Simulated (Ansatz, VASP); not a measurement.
# TiSn in VASP and in Ansatz

The input INCAR:

```
ALGO     = Normal         # electronic algorithm
EDIFF    = 1E-7           # SCF threshold, eV
EDIFFG   = -0.05          # ionic threshold
ENCUT    = 500            # plane-wave cutoff, eV
GGA      = PE             # functional
GGA_COMPAT= F            
IBRION   = 2              # ionic algorithm
ISIF     = 3              # what is computed and relaxed
ISMEAR   = 0              # smearing method
LASPH    = T              # aspherical terms in the spheres
LCHARG   = F              # write CHGCAR
LREAL    = F              # projectors in reciprocal space
LWAVE    = F              # write WAVECAR
NELM     = 120            # most SCF steps
NELMIN   = 4            
NSW      = 100            # ionic steps
PREC     = Accurate       # precision mode
SIGMA    = 0.1            # smearing width, eV
```

File KPOINTS:

```
k-points
0
Gamma
  9 9 4
```

File POSCAR:

```
TiSn
1.0
    2.8008473800      0.0000000000      0.0000000000
   -1.4004236900      2.4256049800      0.0000000000
    0.0000000000      0.0000000000      4.4276283200
Sn Ti
1 1
Direct
    0.3333333300      0.6666666700      0.2500000000
    0.6666666700      0.3333333300      0.7500000000
```

Input for Ansatz:

```yaml
crystal:
  lattice:
    - [2.80084738, 0.0, 0.0]
    - [-1.40042369, 2.42560498, 0.0]
    - [0.0, 0.0, 4.42762832]
  atoms:
    - { symbol: Sn, position: [0.33333333, 0.66666667, 0.25] }
    - { symbol: Ti, position: [0.66666667, 0.33333333, 0.75] }
basis:
  ecutwfc: 420
kpoints:
  mp_grid: { grid: [9, 9, 4] }
hamiltonian:
  xc: pbe
  pseudopotentials: { kind: paw }
scf:
  occupations: { method: gaussian, width: 0.1 }
output:
  forces: true
  stress: true
  eigenvalues: true
relax:
  adjacent_minimum: "off"
  f_tol: 0.05
  max_steps: 80
  cell: { stress_tol: 0.5 }
```

Alike in both runs: task relaxation of cell and atoms; functional PBE; k mesh 9 × 9 × 4; occupations gaussian, width 0.1 eV; no spin polarisation.

```csv
,VASP,Ansatz
version,VASP 6.6.1,Ansatz 0.2.0
potentials or method,"VASP PAW PBE potentials, release 64 (Sn_d, Ti_sv), cutoff 500 eV","scalar-relativistic, plane waves, PAW"
valence electrons in the cell,26,26
```

```csv
,VASP,Ansatz,Ansatz less VASP
"gap on the k mesh at the Fermi level, each at its own relaxed structure (eV)",none,none,-
relaxed volume (Å³/atom),19.96,20.03,+0.072
relaxed cell length with the largest relative difference (Å),3.154,3.159,+0.0050
```

A gap of «none» marks a metal or a gap that the smearing closes.

Noted on VASP's run: the volume moved by over 15 % at a fixed basis, so the end points are rough.
